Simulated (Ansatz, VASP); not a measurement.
## One calculation of WS2, two programs

INCAR

```
SYSTEM = WS2
PREC     = Accurate       ! precision mode
ENCUT    = 520            ! plane-wave cutoff, eV
EDIFF    = 1E-7           ! SCF threshold, eV
ISMEAR   = 0              ! smearing method
SIGMA    = 0.05           ! smearing width, eV
LREAL    = .False.        ! projectors in reciprocal space
LASPH    = .True.         ! aspherical terms in the spheres
NELM     = 60             ! most SCF steps
ALGO     = Normal         ! electronic algorithm
ISIF     = 2              ! what is computed and relaxed
LWAVE    = .False.        ! write WAVECAR
LCHARG   = .True.         ! write CHGCAR
LDIPOL   = .True.       
IDIPOL   = 3            
DIPOL    = 0.5 0.5 0.394
GGA      = PE             ! functional
IVDW     = 12             ! dispersion correction
LELF     = .True.         ! ELF
LVHAR    = .True.       
LVACPOTAV= .True.       
NBANDS   = 35             ! bands
```

KPOINTS

```
Automatic mesh
0
Gamma
  9 9 1
  0 0 0
```

Contents of POSCAR:

```
WS2
1.0
    3.1595456682      0.0000000000      0.0000000000
   -1.5797728341      2.7362468131      0.0000000000
    0.0000000000      0.0000000000     23.8042574330
S W
4 2
Direct
    0.3333333333      0.6666666667      0.1890418137
    0.3333333333      0.6666666667      0.3214605092
    0.3333333333      0.8333333333      0.4659724735
    0.3333333333      0.8333333333      0.5983911690
    0.6666666667      0.3333333333      0.2552511584
    0.0000000000      1.1666666667      0.5321818182
```

Input for Ansatz:

```yaml
crystal:
  lattice:
    - [3.1595456682, 0.0, 0.0]
    - [-1.5797728341, 2.7362468131, 0.0]
    - [0.0, 0.0, 23.804257433]
  atoms:
    - { symbol: S, position: [0.3333333333, 0.6666666667, 0.1890418137] }
    - { symbol: W, position: [0.6666666667, 0.3333333333, 0.2552511584] }
    - { symbol: S, position: [0.3333333333, 0.6666666667, 0.3214605092] }
    - { symbol: S, position: [0.3333333333, 0.8333333333, 0.4659724735] }
    - { symbol: W, position: [0.0, 1.1666666667, 0.5321818182] }
    - { symbol: S, position: [0.3333333333, 0.8333333333, 0.598391169] }
basis:
  ecutwfc: 420
kpoints:
  mp_grid: { grid: [9, 9, 1] }
hamiltonian:
  xc: pbe
  pseudopotentials: { kind: paw, azcp: { folder: soft_1 } }
  dispersion: d3bj
scf:
  occupations: { method: gaussian, width: 0.05 }
output:
  forces: true
  eigenvalues: true
efield:
  axis: 3
  dipole_correction: true
  ramp_width: 0.04
```

Alike in both runs: task single point; functional PBE; dispersion D3(BJ); k mesh 9 × 9 × 1; occupations gaussian, width 0.05 eV; no spin polarisation.

```csv
,VASP,Ansatz
version,VASP 6.6.1,Ansatz 0.2.0
potentials or method,"VASP PAW PBE potentials, release 64 (S, W_sv), cutoff 520 eV","scalar-relativistic, plane waves, PAW"
valence electrons in the cell,52,52
```

```csv
,VASP,Ansatz,Ansatz less VASP
gap on the k mesh at the Fermi level (eV),1.72,1.71,-0.013
least direct gap on the mesh (eV),1.92,1.91,-0.003
rms of the force components (eV/Å),0.017,0.017,+0.0006
```

Spin-orbit coupling is off throughout.
